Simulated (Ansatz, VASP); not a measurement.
## W in VASP and in Ansatz

```
W
1.0
     0.00000    2.02060    2.02060
     2.02060    0.00000    2.02060
     2.02060    2.02060    0.00000
W
1
Direct
  0.00000 0.00000 0.00000
```

Alike in both runs: functional PBE; k mesh 18 × 18 × 18; occupations fermi-dirac, width 0.05 eV; non-collinear spin, spin-orbit coupling.

Ansatz relaxed the structure, and its values are those at the end. VASP's run is a single point on that final structure, the one shown.

|  | VASP | Ansatz |
| --- | --- | --- |
| version | VASP 6.6.1 | Ansatz 0.2.0 |
| potentials or method | VASP PAW PBE potentials, release 64 (W_sv), cutoff 520 eV | all-electron LAPW |

|  | VASP | Ansatz | Ansatz less VASP |
| --- | --- | --- | --- |
| pressure (GPa) | 0.8 | 0.0 | -0.77 |

Ansatz ran all-electron here, and VASP with PAW potentials.
